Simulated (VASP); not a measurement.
A run of VASP 6.6.1 is set up as follows.

Contents of INCAR:

```
SYSTEM = Ti6Ge
PREC     = Accurate       ! precision mode
ENCUT    = 620            ! plane-wave cutoff, eV
EDIFF    = 1E-6           ! SCF threshold, eV
ISMEAR   = 0              ! smearing method
SIGMA    = 0.1            ! smearing width, eV
LREAL    = .FALSE.        ! projectors in reciprocal space
LASPH    = .TRUE.         ! aspherical terms in the spheres
NELM     = 300            ! most SCF steps
ALGO     = All            ! electronic algorithm
ISIF     = 2              ! what is computed and relaxed
LWAVE    = .FALSE.        ! write WAVECAR
LCHARG   = .FALSE.        ! write CHGCAR
GGA      = PE             ! functional
NBANDS   = 52             ! bands
GGA_COMPAT= .FALSE.      
ISEARCH  = 1            
KPAR     = 4
```

Contents of KPOINTS:

```
regular mesh
0
G
  8 8 8
  0 0 0
```

File POSCAR:

```
Ti6Ge
1.0
   -3.2397627442      3.2397627442      3.0187666229
    3.2397627442     -3.2397627442      3.0187666229
    3.2397627442      3.2397627442     -3.0187666229
Ti Ge
6 1
Direct
    0.5000000000      0.5000000000      0.5000000000
    0.0000000000      0.0000000000      0.5000000000
    0.5000000000      0.0000000000      0.0000000000
    0.0000000000      0.5000000000      0.0000000000
    0.5000000000      0.0000000000      0.5000000000
    0.0000000000      0.5000000000      0.5000000000
    0.0000000000      0.0000000000      0.0000000000
```

Potentials or basis: VASP PAW PBE potentials, release 64 (Ti_sv, Ge_d).

Command:

```bash
$ cat potpaw_PBE.64/Ti_sv/POTCAR potpaw_PBE.64/Ge_d/POTCAR > POTCAR
$ mpirun -np 4 vasp_std > vasp.out
```

(1) Estimate the pressure.

(2) Estimate the band gap on the k mesh.

Results:

(1) -0.2 GPa.

(2) zero (bands 43 and 44 overlap by 0.83 eV).
